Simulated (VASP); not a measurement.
# Te (Im-3m) in VASP: notebook, part 2 of 2

VASP 6.6.1. Earlier steps stand in the parts before.

## Step 3: Single point, PBE

This run uses another cell than the first one, of 28.52 Å³/atom.

The input, INCAR:

```
ALGO     = Normal         # electronic algorithm
EDIFF    = 1E-6           # SCF threshold, eV
ENCUT    = 520            # plane-wave cutoff, eV
GGA      = PE             # functional
ISIF     = 2              # what is computed and relaxed
ISMEAR   = -1             # smearing method
LASPH    = True           # aspherical terms in the spheres
LCHARG   = False          # write CHGCAR
LREAL    = False          # projectors in reciprocal space
LWAVE    = False          # write WAVECAR
NBANDS   = 9              # bands
NELM     = 100            # most SCF steps
PREC     = Accurate       # precision mode
SIGMA    = 0.08           # smearing width, eV
```

The input, KPOINTS:

```
k-points
0
Gamma
  16 16 16
```

The input, POSCAR:

```
Te
1.0
   -1.9246176213      1.9246176213      1.9246176213
    1.9246176213     -1.9246176213      1.9246176213
    1.9246176213      1.9246176213     -1.9246176213
Te
1
Direct
    0.0000000000      0.0000000000      0.0000000000
```

Potentials or basis: VASP PAW PBE potentials, release 64 (Te).

Started as:

```bash
$ cat potpaw_PBE.64/Te/POTCAR > POTCAR
$ mpirun -np 1 vasp_std > vasp.out
```

OUTCAR:

```text
EDIFF = 1E-6
   ENCUT = 520
   GGA = PE
   ISIF = 2
   ISMEAR = -1
   LASPH = True
   LREAL = False
   NELM = 100
   PREC = Accurate

 ion  position               nearest neighbor table
   1  0.000  0.000  0.000-

  LATTYP: Found a body centered cubic cell.
 ALAT       =     3.8492352426

  Lattice vectors:

 A1 = (  -1.9246176213,   1.9246176213,   1.9246176213)
 A2 = (   1.9246176213,  -1.9246176213,   1.9246176213)
 A3 = (   1.9246176213,   1.9246176213,  -1.9246176213)

Analysis of symmetry for initial positions (statically):
=====================================================================
 Subroutine PRICEL returns:
 Original cell was already a primitive cell.

 Routine SETGRP: Setting up the symmetry group for a
 body centered cubic supercell.

 Subroutine GETGRP returns: Found 48 space group operations
 (whereof 48 operations were pure point group operations)
 out of a pool of 48 trial point group operations.

The static configuration has the point symmetry O_h .

[... 153 lines left out ...]
  ---------------------------------------------------
  free energy    TOTEN  =        -2.83727280 eV

  energy without entropy =       -2.81623305  energy(sigma->0) =       -2.82675292

 E-fermi :   7.8719     XC(G=0): -10.0693

 val. band max:        7.8677227494   @ k =   0.5000   0.0000   0.0000
 cond. band min:       7.8734138687   @ k =   0.2500   0.2500   0.0625
 fundamental gap:      0.0056911193
 Fermi energy:         7.8719465004

 k-point     1 :       0.0000    0.0000    0.0000
  band No.  band energies     occupation
      1      -6.0275      2.00000
      2      10.7891      0.00000
      3      10.7891      0.00000
      4      10.7891      0.00000
      5      17.6078      0.00000
      6      17.6926      0.00000
      7      17.6926      0.00000
      8      17.6926      0.00000
      9      19.7365      0.00000
[... 265 lines left out ...]
 k-point    24 :       0.2500    0.1875    0.0000
  band No.  band energies     occupation
      1      -3.6850      2.00000
      2       3.9280      2.00000
      3       6.4812      2.00000
      4       9.1944      0.00000
      5      14.9211      0.00000
      6      16.4268      0.00000
      7      19.0324      0.00000
      8      20.7249      0.00000
      9      22.7514      0.00000

 [... further k-points ...]
[... 5 lines left out ...]
  --------------------------------------------------------------------------------------
  -------------------------------------------------------------------------------------
  Total       -0.0161192     -0.0161192     -0.0161192      0.0000000     -0.0000000      0.0000000
  in kB       -0.9056479     -0.9056479     -0.9056479      0.0000000     -0.0000000      0.0000000
  external PRESSURE =      -0.9056479 kB  Pullay stress =       0.0000000 kB

 VOLUME and BASIS-vectors are now :
 -----------------------------------------------------------------------------
  energy-cutoff  :      520.00
  volume of cell :       28.52
      direct lattice vectors                 reciprocal lattice vectors
    -1.924617621  1.924617621  1.924617621     0.000000000  0.259791864  0.259791864
     1.924617621 -1.924617621  1.924617621     0.259791864  0.000000000  0.259791864
     1.924617621  1.924617621 -1.924617621     0.259791864  0.259791864  0.000000000

 POSITION                                       TOTAL-FORCE (eV/Angst)
 -----------------------------------------------------------------------------------
      0.00000      0.00000      0.00000         0.000000      0.000000      0.000000
 -----------------------------------------------------------------------------------
    total drift:                                0.000000      0.000000      0.000000

  FREE ENERGIE OF THE ION-ELECTRON SYSTEM (eV)
  ---------------------------------------------------
  free  energy   TOTEN  =        -2.8372728016 eV

  energy  without entropy=       -2.8162330457  energy(sigma->0) =       -2.82675292
```

It took 14 s on 1 thread of Intel Xeon 6975P-C (Granite Rapids), shared host; peak memory 0.18 GiB.

What came out:

```
Free energy            : -2.8373 eV
Pressure               : -0.1 GPa
Band gap on the k mesh : zero (bands 3 and 4 overlap by 6.34 eV)
```

Caveat: spin-orbit coupling is left out, which moves the levels of the heavy elements.

## Step 4: Relaxation of cell and atoms, PBE, target pressure 87 GPa, at which the enthalpy is minimised

The input, INCAR:

```
SYSTEM = Te
  PREC = Accurate
  ENCUT = 600
  EDIFF = 1E-6
  ISMEAR = -1
  SIGMA = 0.08
  LREAL = .FALSE.
  LASPH = .TRUE.
  NELM = 100
  ALGO = Normal
  ISIF = 3
  LWAVE = .FALSE.
  LCHARG = .FALSE.
  GGA = PE
  IBRION = 2
  NSW = 60
  EDIFFG = -0.005
  PSTRESS = 870.0
```

The input, KPOINTS:

```
Automatic mesh
0
G
  16 16 16
  0 0 0
```

The input, POSCAR:

```
Te
1.0
   -1.6313615495      1.6313615495      1.6313615495
    1.6313615495     -1.6313615495      1.6313615495
    1.6313615495      1.6313615495     -1.6313615495
Te
1
Direct
    0.0000000000      0.0000000000      0.0000000000
```

Started as:

```bash
$ cat potpaw_PBE.64/Te/POTCAR > POTCAR
$ mpirun -np 1 vasp_std > vasp.out
```

Run time: 12 s. Hardware: 1 thread of Intel Xeon 6975P-C (Granite Rapids), shared host; peak memory 0.15 GiB.

The run converged. Its results:

| Item | Value |
| --- | --- |
| Free energy | -0.9506 eV |
| Relaxed volume | 17.38 Å³/atom |
| Relaxed cell | a = 2.826 Å, b = 2.826 Å, c = 2.826 Å, α = 109.47°, β = 109.47°, γ = 109.47° |
| Space group after relaxing (to 0.1 Å) | Im-3m (No. 229) |
| Energy change on relaxing (the run minimises the enthalpy) | -6.9 meV/atom |
| Ionic steps | 3 |
| Pressure after relaxing | 87.0 GPa |
| Band gap on the k mesh | zero (bands 3 and 4 overlap by 13.08 eV) |

The path:
```tsv
step	energy change (eV)	largest force (eV/Å)	pressure (GPa)	volume (Å³)
1	0.0000	0.0000	87.29	17.37
2	-0.0431	0.0000	85.57	17.45
3	-0.0069	0.0000	87.01	17.38
```

Final structure:
```yaml
crystal:
  lattice:
    - [-1.63176, 1.63176, 1.63176]
    - [1.63176, -1.63176, 1.63176]
    - [1.63176, 1.63176, -1.63176]
  atoms:
    - { symbol: Te, position: [0.00000, 0.00000, 0.00000] }
```

Levels at points of the mesh, in eV from the Fermi level:
| k point | band 1 | band 2 | band 3 | band 4 | band 5 | band 6 |
| --- | --- | --- | --- | --- | --- | --- |
| (0.00, 0.00, 0.00) | -19.35 | 6.48 | 6.48 | 6.48 | 10.92 | 10.92 |
| (0.50, 0.00, 0.00) | -12.81 | -10.58 | 0.24 | 2.76 | 5.94 | 6.34 |
| (0.50, 0.50, 0.50) | -6.83 | -5.32 | -5.32 | -5.32 | 0.45 | 0.45 |

Caveat: the cell is relaxed towards a set pressure, so the run minimises the enthalpy, not the energy; spin-orbit coupling is left out, which moves the levels of the heavy elements.

## Step 5: Relaxation of cell and atoms, PBE, target pressure 87 GPa, at which the enthalpy is minimised

The input, INCAR:

```
PREC = Accurate
ENCUT = 600
EDIFF = 1E-6
ISMEAR = -1
SIGMA = 0.08
LREAL = F
LASPH = T
NELM = 60
ALGO = Normal
ISIF = 3
LWAVE = F
LCHARG = F
GGA = PE
IBRION = 2
NSW = 32
EDIFFG = -0.005
PSTRESS = 870.0
```

The input, KPOINTS:

```
regular mesh
0
Gamma
  16 16 16
```

The input, POSCAR:

```
Te
1.0
   -1.6312522945      1.6312522945      1.6312522945
    1.6312522945     -1.6312522945      1.6312522945
    1.6312522945      1.6312522945     -1.6312522945
Te
1
Direct
    0.0000000000      0.0000000000      0.0000000000
```

Started as:

```bash
$ cat potpaw_PBE.64/Te/POTCAR > POTCAR
$ mpirun -np 1 vasp_std > vasp.out
```

Run time: 11 s. Hardware: 1 thread of Intel Xeon 6975P-C (Granite Rapids), shared host; peak memory 0.15 GiB.

The run converged. Its results:

```
Free energy                                                : -0.9506 eV
Relaxed volume                                             : 17.38 Å³/atom
Relaxed cell                                               : a = 2.826 Å, b = 2.826 Å, c = 2.826 Å, α = 109.47°, β = 109.47°, γ = 109.47°
Space group after relaxing (to 0.1 Å)                      : Im-3m (No. 229)
Energy change on relaxing (the run minimises the enthalpy) : -8.8 meV/atom
Ionic steps                                                : 3
Pressure after relaxing                                    : 87.0 GPa
Band gap on the k mesh                                     : zero (bands 3 and 4 overlap by 13.08 eV)
```

Step by step:
| step | energy change (eV) | largest force (eV/Å) | pressure (GPa) | volume (Å³) |
| --- | --- | --- | --- | --- |
| 1 | 0.0000 | 0.0000 | 87.37 | 17.36 |
| 2 | -0.0542 | 0.0000 | 85.21 | 17.46 |
| 3 | -0.0088 | 0.0000 | 87.01 | 17.38 |

Final structure:
```xyz
1
Lattice="-1.6318 1.6318 1.6318 1.6318 -1.6318 1.6318 1.6318 1.6318 -1.6318" Properties=species:S:1:pos:R:3 pbc="T T T"
Te    0.0000    0.0000    0.0000
```

Levels at points of the mesh, in eV from the Fermi level:
```tsv
k point	band 1	band 2	band 3	band 4	band 5	band 6
(0.00, 0.00, 0.00)	-19.35	6.48	6.48	6.48	10.92	10.92
(0.50, 0.00, 0.00)	-12.81	-10.58	0.24	2.76	5.94	6.34
(0.50, 0.50, 0.50)	-6.83	-5.32	-5.32	-5.32	0.45	0.45
```

Caveat: the cell is relaxed towards a set pressure, so the run minimises the enthalpy, not the energy; spin-orbit coupling is left out, which moves the levels of the heavy elements.

## Step 6: Relaxation of cell and atoms, PBE

This run uses another cell than the first one, of 29.00 Å³/atom.

The input, INCAR:

```
SYSTEM = Te
ALGO = Normal ; EDIFF = 1E-6
EDIFFG = -0.005 ; ENCUT = 600
GGA = PE ; IBRION = 2
ISIF = 3 ; ISMEAR = -1
LASPH = .True. ; LCHARG = .False.
LREAL = .False. ; LWAVE = .False.
NELM = 60 ; NSW = 60
PREC = Accurate ; SIGMA = 0.08
```

The input, KPOINTS:

```
k-points
0
Gamma
  16 16 16
  0 0 0
```

The input, POSCAR:

```
Te
1.0
   -1.9354383203      1.9354383203      1.9354383203
    1.9354383203     -1.9354383203      1.9354383203
    1.9354383203      1.9354383203     -1.9354383203
Te
1
Direct
    0.0000000000      0.0000000000      0.0000000000
```

Potentials or basis: VASP PAW PBE potentials, release 64 (Te).

Started as:

```bash
$ cat potpaw_PBE.64/Te/POTCAR > POTCAR
$ mpirun -np 1 vasp_std > vasp.out
```

It took 30 s on 1 thread of Intel Xeon 6975P-C (Granite Rapids), shared host; peak memory 0.18 GiB.

It converged, with:

* Free energy: -2.8373 eV
* Relaxed volume: 28.47 Å³/atom
* Relaxed cell: a = 3.332 Å, b = 3.332 Å, c = 3.332 Å, α = 109.47°, β = 109.47°, γ = 109.47°
* Space group after relaxing (to 0.1 Å): Im-3m (No. 229)
* Energy gained by relaxing: 1.6 meV/atom
* Ionic steps: 3
* Pressure after relaxing: 0.0 GPa
* Band gap on the k mesh: zero (bands 3 and 4 overlap by 6.35 eV)

Step by step:
```csv
step,energy change (eV),largest force (eV/Å),pressure (GPa),volume (Å³)
1,0.0000,0.0000,-0.96,29.00
2,-0.0014,0.0000,0.37,28.28
3,-0.0016,0.0000,0.01,28.47
```

Final structure:
```
CELL_PARAMETERS angstrom
-1.92347 1.92347 1.92347
1.92347 -1.92347 1.92347
1.92347 1.92347 -1.92347
ATOMIC_POSITIONS crystal
Te 0.00000 0.00000 0.00000
```

Levels at points of the mesh, in eV from the Fermi level:
```tsv
k point	band 1	band 2	band 3	band 4	band 5	band 6	band 7
(0.00, 0.00, 0.00)	-13.91	2.93	2.93	2.93	9.76	9.82	9.82
(0.50, 0.00, 0.00)	-10.89	-5.96	0.00	1.95	5.47	6.42	12.83
(0.50, 0.50, 0.50)	-8.69	-2.99	-2.99	-2.99	2.89	2.89	17.13
```

Caveat: spin-orbit coupling is left out, which moves the levels of the heavy elements.

## Step 7: Summary

```tsv
task	cell	cutoff (eV)	gap on the mesh (eV)	pressure (GPa)
single point	a = 2.825 Å, angles 109.5°, 1 atom	520	none	87.4
single point	a = 3.334 Å, angles 109.5°, 1 atom	520	none	-0.1
relaxation of cell and atoms	relaxed to 87 GPa from a = 2.826 Å, angles 109.5°, 1 atom	600	none	87.0
relaxation of cell and atoms	relaxed to 87 GPa from a = 2.825 Å, angles 109.5°, 1 atom	600	none	87.0
relaxation of cell and atoms	relaxed from a = 3.352 Å, angles 109.5°, 1 atom	600	none	0.0
```

Alike in all rows: level PBE; potentials or basis VASP PAW PBE potentials, release 64 (Te); no spin polarisation; k mesh 16 × 16 × 16; smearing fermi-dirac 0.08 eV.

Caveats: spin-orbit coupling is left out, which moves the levels of the heavy elements; the cell is relaxed towards a set pressure, so the run minimises the enthalpy, not the energy (at least some runs); the cell stands under pressure (at least some runs).

Absolute energies hang on the potentials; compare differences alone.
